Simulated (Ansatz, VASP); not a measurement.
## Tl in VASP and in Ansatz

The input INCAR:

```
SYSTEM = Tl
PREC = Accurate
ENCUT = 520
EDIFF = 1E-6
ISMEAR = 0
SIGMA = 0.1
LREAL = .FALSE.
LASPH = .TRUE.
NELM = 60
ALGO = Normal
ISIF = 2
LWAVE = .FALSE.
LCHARG = .FALSE.
GGA = CA
NBANDS = 20
```

Contents of KPOINTS:

```
Automatic mesh
0
G
  9 9 5
  0 0 0
```

Contents of POSCAR:

```
Tl
1.0
    3.4560000000      0.0000000000      0.0000000000
   -1.7280000000      2.9929837955      0.0000000000
    0.0000000000      0.0000000000      5.5250000000
Tl
2
Direct
    0.6666666667      0.3333333333      0.7500000000
    0.3333333333      0.6666666667      0.2500000000
```

File input.yaml:

```yaml
crystal:
  lattice:
    - [3.456, 0.0, 0.0]
    - [-1.728, 2.9929837955, 0.0]
    - [0.0, 0.0, 5.525]
  atoms:
    - { symbol: Tl, position: [0.6666666667, 0.3333333333, 0.75] }
    - { symbol: Tl, position: [0.3333333333, 0.6666666667, 0.25] }
kpoints:
  mp_grid: { grid: [9, 9, 5] }
scf:
  occupations: { method: gaussian, width: 0.1 }
hamiltonian:
  xc: lda
  pseudopotentials: { kind: all_electron, lapw: { basis_error: 0.001 } }
output:
  forces: true
  stress: true
  eigenvalues: true
```

Alike in both runs: task single point; functional LDA; k mesh 9 × 9 × 5; occupations gaussian, width 0.1 eV; no spin polarisation.

|  | VASP | Ansatz |
| --- | --- | --- |
| version | VASP 6.6.1 | Ansatz 0.2.0 |
| potentials or method | VASP PAW LDA potentials, release 64 (Tl_d), cutoff 520 eV | all-electron LAPW, scalar-relativistic |

Ansatz gave:

| Quantity | Value |
| --- | --- |
| gap on the k mesh at the Fermi level (eV) | none |
| pressure (GPa) | -1.5 |
| traceless stress, the component that is largest in VASP (GPa) | 0.72 |

Problem. What did VASP give for the same quantities?

Solution. gap on the k mesh at the Fermi level (eV): none; pressure (GPa): -1.5; traceless stress, the component that is largest in VASP (GPa): 0.75.

LDA's correlation is that of Perdew and Zunger in VASP and of Perdew and Wang (1992) in Ansatz. A gap of «none» marks a metal or a gap that the smearing closes. Ansatz ran all-electron here, and VASP with PAW potentials.

Spin-orbit coupling is off throughout.
